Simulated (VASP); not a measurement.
# Te8HPd4 (a cell with a defect) in VASP: notebook

Te8HPd4 (a cell with a defect) is run at these levels: PBEsol; tasks: single point.

Program: VASP 6.6.1. These are calculated values, not measurements. Logs are shortened: lines on timing, memory, paths and dates and some standing lists are left out, and cuts for length are marked.

## (1) The cell of the first run

The cell holds a defect, 13 atoms: a = 6.507 Å, b = 6.507 Å, c = 8.048 Å, α = 71.99°, β = 71.99°, γ = 64.77°.

## (2) Single point, PBEsol

Input file INCAR:

```
PREC = Accurate ; ENCUT = 520
EDIFF = 1E-6 ; ISMEAR = -1
SIGMA = 0.05 ; LREAL = F
LASPH = T ; NELM = 100
ALGO = Normal ; ISIF = 2
LWAVE = F ; LCHARG = F
GGA = PS ; NBANDS = 56
```

Input file KPOINTS:

```
Automatic mesh
0
Gamma
  3 3 2
```

Input file POSCAR:

```
Te8HPd4
1.0
   -2.0120000000      3.4848860000      5.1130000000
    4.0240000000      0.0000000000      5.1130000000
    4.0240000000      6.9697720000      0.0000000000
Te Pd H
8 4 1
Direct
    0.3007679739      0.9690736064      0.1866284720
    0.1437898388      0.5300220134      0.0565597847
    0.3412517458      0.9682143211      0.7034055875
    0.1373125580      0.5954470743      0.5944070178
    0.7601925899      0.4807813980      0.3860693701
    0.6530671547      0.0302889963      0.3405040244
    0.7806575491      0.4523563371      0.9076046442
    0.7059588702      0.0466130054      0.8340751773
   -0.0007463291     -0.0221169606      0.0078769968
   -0.0050783158      0.0213114470      0.5243352798
    0.4831355226      0.5321001512      0.2030809302
    0.4673549840      0.4960129017      0.7491954054
    0.3183203494      0.4585816651      0.3936699609
```

Potentials or basis: VASP PAW PBE potentials, release 64 (Te, Pd, H).

Run with:

```sh
cat potpaw_PBE.64/Te/POTCAR potpaw_PBE.64/Pd/POTCAR potpaw_PBE.64/H/POTCAR > POTCAR
mpirun -np 1 vasp_std > vasp.out
```

OUTCAR:

```text
PREC = Accurate
   ENCUT = 520
   EDIFF = 1E-6
   ISMEAR = -1
   LREAL = F
   LASPH = T
   NELM = 100
   ISIF = 2
   GGA = PS

 ion  position               nearest neighbor table
   1  0.301  0.969  0.187-  11 2.55   9 2.74  10 2.85   6 3.13   2 3.25   8 3.30   4 3.59   5 3.65

   2  0.144  0.530  0.057-   9 2.59  12 2.71  11 2.81   5 3.07   7 3.23   1 3.25   4 3.62
   3  0.341  0.968  0.703-   9 2.75  12 2.75  10 2.88   6 3.02   8 3.15   4 3.62   4 3.63   7 3.67

   4  0.137  0.595  0.594-  13 1.90  10 2.45  12 2.56   7 3.06  11 3.28   1 3.59   3 3.62   2 3.62
                             3 3.63   8 3.65
   5  0.760  0.481  0.386-  11 2.52  10 2.76  12 2.96   2 3.07   6 3.26   6 3.43   1 3.65
   6  0.653  0.030  0.341-   9 2.92  11 2.92  10 3.00   3 3.02   1 3.13   5 3.26   5 3.43
   7  0.781  0.452  0.908-  11 2.59  12 2.60   9 2.76   4 3.06   8 3.13   2 3.23   8 3.56   3 3.67

   8  0.706  0.047  0.834-   9 2.52  10 2.62  12 2.64   7 3.13   3 3.15   1 3.30   7 3.56   4 3.65

   9  0.999  0.978  0.008-   8 2.52   2 2.59   1 2.74   3 2.75   7 2.76   6 2.92
  10  0.995  0.021  0.524-   4 2.45   8 2.62   5 2.76   1 2.85   3 2.88   6 3.00
  11  0.483  0.532  0.203-  13 1.64   5 2.52   1 2.55   7 2.59   2 2.81   6 2.92   4 3.28
  12  0.467  0.496  0.749-   4 2.56   7 2.60   8 2.64   2 2.71   3 2.75   5 2.96
  13  0.318  0.459  0.394-  11 1.64   4 1.90

  LATTYP: Found a base centered monoclinic cell.
 ALAT       =    10.9892515866
 B/A-ratio  =     0.6342353965
 C/A-ratio  =     0.7323519302
 COS(beta)  =    -0.3661759651

  Lattice vectors:

 A1 = (   2.0120000000,  -3.4848860000,  -5.1130000000)
 A2 = (  -4.0240000000,   0.0000000000,  -5.1130000000)
 A3 = (   4.0240000000,   6.9697720000,   0.0000000000)

Analysis of symmetry for initial positions (statically):
=====================================================================
 Subroutine PRICEL returns:
 Original cell was already a primitive cell.

 Routine SETGRP: Setting up the symmetry group for a
 base centered monoclinic supercell.

 Subroutine GETGRP returns: Found  1 space group operations
 (whereof  1 operations were pure point group operations)
 out of a pool of  4 trial point group operations.

The static configuration has the point symmetry C_1 .

Analysis of symmetry for dynamics (positions and initial velocities):
=====================================================================
 Subroutine PRICEL returns:
 Original cell was already a primitive cell.

 Routine SETGRP: Setting up the symmetry group for a
 base centered monoclinic supercell.

 Subroutine GETGRP returns: Found  1 space group operations
 (whereof  1 operations were pure point group operations)
 out of a pool of  4 trial point group operations.

The dynamic configuration has the point symmetry C_1 .

 Subroutine INISYM returns: Found  1 space group operations
 (whereof  1 operations are pure point group operations),
 and found     1 'primitive' translations

----------------------------------------------------------------------------------------

                                     Primitive cell

  volume of cell :     286.8021

  direct lattice vectors                    reciprocal lattice vectors
    -2.012000000  3.484886000  5.113000000    -0.124254473  0.071738358  0.097789947
     4.024000000  0.000000000  5.113000000     0.124254473 -0.071738358  0.097789947
     4.024000000  6.969772000  0.000000000     0.062127237  0.107607537 -0.048894974

  length of vectors
     6.506561568  6.506561688  8.047999611     0.173633061  0.173633061  0.133528626

  position of ions in fractional coordinates (direct lattice)
     0.300767974  0.969073606  0.186628472
     0.143789839  0.530022013  0.056559785
     0.341251746  0.968214321  0.703405588
     0.137312558  0.595447074  0.594407018
     0.760192590  0.480781398  0.386069370
     0.653067155  0.030288996  0.340504024
     0.780657549  0.452356337  0.907604644
     0.705958870  0.046613005  0.834075177
     0.999253671  0.977883039  0.007876997
     0.994921684  0.021311447  0.524335280
     0.483135523  0.532100151  0.203080930
     0.467354984  0.496012902  0.749195405
     0.318320349  0.458581665  0.393669961

  ion indices of the primitive-cell ions
   primitive index   ion index
                 1           1
                 2           2
                 3           3
                 4           4
                 5           5
                 6           6
                 7           7
                 8           8
                 9           9
                10          10
                11          11
                12          12
                13          13

----------------------------------------------------------------------------------------

 KPOINTS: Automatic mesh

Automatic generation of k-mesh.
 Grid dimensions read from file:
 generate k-points for:    3    3    2

 Generating k-lattice:

  Cartesian coordinates                     Fractional coordinates (reciprocal lattice)
    -0.041418158  0.023912786  0.032596649     0.333333333 -0.000000000 -0.000000000
     0.041418158 -0.023912786  0.032596649    -0.000000000  0.333333333  0.000000000
     0.031063618  0.053803769 -0.024447487     0.000000000  0.000000000  0.500000000

  Length of vectors
     0.057877687  0.057877687  0.066764313

  Shift w.r.t. Gamma in fractional coordinates (k-lattice)
     0.000000000  0.000000000  0.000000000

 Subroutine IBZKPT returns following result:
 ===========================================

 Found     10 irreducible k-points:

 Following reciprocal coordinates:
            Coordinates               Weight
  0.000000  0.000000  0.000000      1.000000
  0.333333 -0.000000  0.000000      2.000000
  0.000000 -0.333333  0.000000      2.000000
  0.333333  0.333333  0.000000      2.000000
 -0.333333  0.333333 -0.000000      2.000000
  0.000000  0.000000  0.500000      1.000000
  0.333333 -0.000000  0.500000      2.000000
  0.000000 -0.333333  0.500000      2.000000
  0.333333  0.333333  0.500000      2.000000
 -0.333333  0.333333  0.500000      2.000000
   k-points           NKPTS =     10   k-points in BZ     NKDIM =     10   number of bands    NBANDS=     56
   number of dos      NEDOS =    301   number of ions     NIONS =     13
   total plane-waves  NPLWV = 138240
   dimension x,y,z NGX =    48 NGY =   48 NGZ =   60
   dimension x,y,z NGXF=    96 NGYF=   96 NGZF=  120
   ions per type =               8   4   1
   NGX,Y,Z   is equivalent  to a cutoff of  12.26, 12.26, 12.39 a.u.
   NGXF,Y,Z  is equivalent  to a cutoff of  24.53, 24.53, 24.79 a.u.
 SYSTEM =  unknown system
   PREC   = accura    normal or accurate (medium, high low for compatibility)
   ISTART =      0    job   : 0-new  1-cont  2-samecut
   ICHARG =      2    charge: 1-file 2-atom 10-const
   ISPIN  =      1    spin polarized calculation?
   LNONCOLLINEAR =      F non collinear calculations
   LSORBIT =      F    spin-orbit coupling
   LASPH  =      T    aspherical Exc in radial PAW
   ENCUT  =  520.0 eV  38.22 Ry    6.18 a.u.  12.10 12.10 14.96*2*pi/ulx,y,z
   NELM   =    100;   NELMIN=  2; NELMDL= -5     # of ELM steps
   EDIFF  = 0.1E-05   stopping-criterion for ELM
   LREAL  =      F    real-space projection
   EDIFFG = 0.1E-04   stopping-criterion for IOM
   NSW    =      0    number of steps for IOM
   IBRION =     -1    ionic relax: 0-MD 1-quasi-New 2-CG
   NFREE  =      0    steps in history (QN), initial steepest desc. (CG)
   ISIF   =      2    stress and relaxation
   ISYM   =      2    0-nonsym 1-usesym 2-fastsym
   POTIM  = 0.5000    time-step for ionic-motion
   TEBEG  =    0.0;   TEEND  =   0.0 temperature during run
   PSTRESS=    0.0 pullay stress
   NELECT =      89.0000    total number of electrons
   NUPDOWN=      -1.0000    fix difference up-down
   EMIN   =  10.00;   EMAX   =-10.00  energy-range for DOS
   EFERMI =   0.00;   METHOD = LEGACY
   ISMEAR =    -1;   SIGMA  =   0.05  broadening in eV -4-tet -1-fermi 0-gaus
   EFERMI_NEDOS =   21; number of points for ismear=-14 and -15
   IALGO  =     38    algorithm
   IMIX   =      4    mixing-type and parameters
     AMIX     =   0.40;   BMIX     =  1.00
     AMIX_MAG =   1.60;   BMIX_MAG =  1.00
  volume/ion in A,a.u.               =      22.06       148.88
  Fermi-wavevector in a.u.,A,eV,Ry     =   1.108351  2.094480 16.713973  1.228442
  Thomas-Fermi vector in A             =   2.244877
   LORBIT       =      0    0 simple, 1 ext, 2 COOP (PROOUT), +10 PAW based schemes
   GGA     = PS    functional components
   LHFCALC =     F    Hartree Fock is set to
   AEXX    =    0.0000 exact exchange contribution
   IVDW    =     0    specifies the selected vdW correction
   LEPSILON=     F    determine dielectric tensor
   LRPA    =     F    only Hartree local field effects (RPA)
 non-spin polarized calculation
  energy-cutoff  :      520.00
  volume of cell :      286.80
 maximum number of plane-waves:      7743
   NGX = 25   NGY = 25   NGZ = 29

 number of electron      88.9999999 magnetization

 Free energy of the ion-electron system (eV)
  ---------------------------------------------------
  ext. energy  EPLUGINS =         0.00000000
  ---------------------------------------------------
  free energy    TOTEN  =       -57.47627618 eV

  energy without entropy =      -57.42332638  energy(sigma->0) =      -57.44980128

 E-fermi :   8.4672     XC(G=0): -10.7681

 val. band max:        8.4661128430   @ k =   0.0000   0.0000   0.0000
 cond. band min:       8.4738513298   @ k =   0.0000   0.0000   0.5000
 fundamental gap:      0.0077384868
 Fermi energy:         8.4672359110

 k-point     1 :       0.0000    0.0000    0.0000
  band No.  band energies     occupation
      1      -5.4722      2.00000
      2      -3.8639      2.00000
      3      -3.6406      2.00000
      4      -3.4772      2.00000
      5      -2.8963      2.00000
      6      -2.6914      2.00000
[... 48 lines left out ...]
     55      13.0125      0.00000
     56      13.1105      0.00000

 k-point     2 :       0.3333   -0.0000    0.0000
  band No.  band energies     occupation
      1      -5.0814      2.00000
      2      -4.1182      2.00000
      3      -3.7364      2.00000
      4      -3.4760      2.00000
      5      -3.0272      2.00000
      6      -2.8190      2.00000
[... 48 lines left out ...]
     55      12.5860      0.00000
     56      12.9479      0.00000

 k-point     3 :       0.0000   -0.3333    0.0000
  band No.  band energies     occupation
      1      -5.0842      2.00000
      2      -4.1556      2.00000
      3      -3.6787      2.00000
      4      -3.4746      2.00000
      5      -3.0754      2.00000
      6      -2.8792      2.00000
[... 346 lines left out ...]
 k-point     9 :       0.3333    0.3333    0.5000
  band No.  band energies     occupation
      1      -4.8413      2.00000
      2      -4.1240      2.00000
      3      -3.8779      2.00000
      4      -3.5220      2.00000
      5      -3.1921      2.00000
      6      -2.7641      2.00000
[... 48 lines left out ...]
     55      12.9840      0.00000
     56      13.1411      0.00000

 k-point    10 :      -0.3333    0.3333    0.5000
  band No.  band energies     occupation
      1      -4.4483      2.00000
      2      -4.2170      2.00000
      3      -3.9585      2.00000
      4      -3.8212      2.00000
      5      -3.3911      2.00000
      6      -2.9268      2.00000
[... 48 lines left out ...]
     55      12.7672      0.00000
     56      12.9287      0.00000

------------------------ aborting loop because EDIFF is reached ----------------------------------------

  FORCE on cell =-STRESS in cart. coord.  units (eV):
  Direction    XX          YY          ZZ          XY          YZ          ZX
  --------------------------------------------------------------------------------------
  -------------------------------------------------------------------------------------
  Total        8.6503203      8.3659925      5.9978780      0.2348654      0.4201957      0.6636371
  in kB       48.3237291     46.7353739     33.5062544      1.3120409      2.3473607      3.7073103
  external PRESSURE =      42.8551191 kB  Pullay stress =       0.0000000 kB

 VOLUME and BASIS-vectors are now :
 -----------------------------------------------------------------------------
  energy-cutoff  :      520.00
  volume of cell :      286.80
      direct lattice vectors                 reciprocal lattice vectors
    -2.012000000  3.484886000  5.113000000    -0.124254473  0.071738358  0.097789947
     4.024000000  0.000000000  5.113000000     0.124254473 -0.071738358  0.097789947
     4.024000000  6.969772000  0.000000000     0.062127237  0.107607537 -0.048894974

 POSITION                                       TOTAL-FORCE (eV/Angst)
 -----------------------------------------------------------------------------------
      4.04540      2.34890      6.49270         0.976165     -0.180661      0.163653
      2.07110      0.89530      3.44520        -0.037772      0.888721      0.475572
      6.04000      6.09180      6.69530         0.110919     -0.624482     -0.551815
      4.51170      4.62140      3.74660        -0.948572      0.316787     -1.350150
      1.95870      5.34000      6.34510         0.131398      1.803740      0.416855
      0.17810      4.64910      3.49400        -0.291553     -0.208486      0.863528
      3.90180      9.04630      6.30440        -0.333046      0.299502      0.451497
      2.12350      8.27350      3.84790         0.049405     -1.054600     -0.999606
      1.95620      3.53719     10.10910         0.758561      0.596805      0.787218
      0.19390      7.12169      5.19600         0.271481     -1.352855      0.910307
      1.98630      3.09910      5.19090        -0.839585     -0.221591     -1.676795
      4.07040      6.85040      4.92570        -0.172502     -0.263799      0.838167
      2.78900      3.85310      3.97230         0.325101      0.000918     -0.328431
 -----------------------------------------------------------------------------------
    total drift:                               -0.000282     -0.000206      0.000420

  FREE ENERGIE OF THE ION-ELECTRON SYSTEM (eV)
  ---------------------------------------------------
  free  energy   TOTEN  =       -57.4762761797 eV

  energy  without entropy=      -57.4233263789  energy(sigma->0) =      -57.44980128
```

Run time: 1.9 min. Hardware: 1 thread of AMD EPYC 9R45 (Zen 5), shared host; peak memory 0.41 GiB.

Results:

* Free energy: -57.4763 eV
* Pressure: 4.3 GPa
* Largest force: 1.888 eV/Å
* Band gap on the k mesh: zero (an odd number of electrons rules out a gap without spin polarisation)

Forces on the atoms (eV/Å):
```
Te   0.976 -0.181  0.164
Te  -0.038  0.889  0.476
Te   0.111 -0.624 -0.552
Te  -0.949  0.317 -1.350
Te   0.131  1.804  0.417
Te  -0.292 -0.208  0.864
Te  -0.333  0.300  0.451
Te   0.049 -1.055 -1.000
Pd   0.759  0.597  0.787
Pd   0.271 -1.353  0.910
Pd  -0.840 -0.222 -1.677
Pd  -0.173 -0.264  0.838
H    0.325  0.001 -0.328
```

Caveat: the k points lie up to 0.42 Å⁻¹ apart, too coarse for converged energies and pressures of a metal; the PAW data sets were made with another functional, which shifts forces and pressure a little; spin-orbit coupling is left out, which moves the levels of the heavy elements; an odd number of electrons without spin polarisation forces a metal; a magnetic or distorted state may lie lower.

(Part 1 of 2 ends here.)

The gap in the log of VASP goes by the Fermi energy; the results here count the filled bands.